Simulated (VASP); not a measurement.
Here is a VASP 6.6.1 calculation.

The input INCAR:

```
PREC = Accurate
ENCUT = 600
EDIFF = 1E-6
ISMEAR = 0
SIGMA = 0.1
LREAL = False
LASPH = True
NELM = 100
ALGO = Normal
ISIF = 3
LWAVE = False
LCHARG = False
GGA = PE
IBRION = 2
NSW = 80
EDIFFG = -0.01
```

Contents of KPOINTS:

```
Automatic mesh
0
Gamma
  18 18 8
```

File POSCAR:

```
SiN
1.0
    2.8336637505      0.0000000000      0.0000000000
   -1.4168318752      2.4540247937      0.0000000000
    0.0000000000      0.0000000000      5.7093892400
Si N
2 2
Direct
    0.3333333333      0.6666666667      0.5153022762
    0.6666666667      0.3333333333      1.0153022762
    0.3333333333      0.6666666667      0.8596977238
    0.6666666667      0.3333333333      0.3596977238
```

Potentials or basis: VASP PAW PBE potentials, release 64 (Si, N).

Run with:

```bash
$ cat potpaw_PBE.64/Si/POTCAR potpaw_PBE.64/N/POTCAR > POTCAR
$ mpirun -np 1 vasp_std > vasp.out
```

**Question.** What does it give for the space group after relaxing (to 0.1 Å)?

**Answer.** P6_3mc (No. 186).

**Question.** Estimate the relaxed cell.

**Answer.** a = 2.836 Å, b = 2.836 Å, c = 5.673 Å, α = 90.00°, β = 90.00°, γ = 120.00°.

The path:
```csv
step,energy change (eV),largest force (eV/Å),pressure (GPa),volume (Å³)
1,0.0000,0.0072,-0.25,39.70
2,-0.0009,0.0407,-0.02,39.61
3,-0.0009,0.0462,0.03,39.60
4,-0.0011,0.0029,-0.18,39.58
5,-0.0011,0.0005,-0.20,39.58
6,-0.0011,0.0002,0.07,39.51
```
